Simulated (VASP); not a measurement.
Here is a VASP 6.6.1 calculation.

INCAR

```
ALGO = Normal
EDIFF = 1E-8
ENCUT = 520
ISIF = 2
ISMEAR = -1
LASPH = True
LCHARG = False
LEFG = True
LREAL = False
LWAVE = False
NBANDS = 32
NELM = 100
PREC = Accurate
SIGMA = 0.08
```

KPOINTS

```
k-points
0
Gamma
  9 9 9
```

The input POSCAR:

```
Ti3Ag
1.0
    4.2420984238      0.0000000000      0.0000000000
    0.0000000000      4.2420984238      0.0000000000
    0.0000000000      0.0000000000      4.0019796451
Ti Ag
3 1
Direct
    0.0000000000      0.5000000000      0.5000000000
    0.5000000000      0.0000000000      0.5000000000
    0.5000000000      0.5000000000      0.0000000000
    0.0000000000      0.0000000000      0.0000000000
```

Potentials or basis: VASP PAW LDA potentials, release 64 (Ti_sv, Ag).

Run with:

```sh
$ cat potpaw_LDA.64/Ti_sv/POTCAR potpaw_LDA.64/Ag/POTCAR > POTCAR
$ mpirun -np 1 vasp_std > vasp.out
```

Task: What does it give for the pressure?

Result: -13.1 GPa.

Stress tensor (GPa, compression positive):
```
-13.77   0.00   0.00
  0.00 -13.77   0.00
  0.00   0.00 -11.70
```

Caveat: without QUAD_EFG the Cq values of the log hold for a quadrupole moment of 1 mb, not for the nuclei.
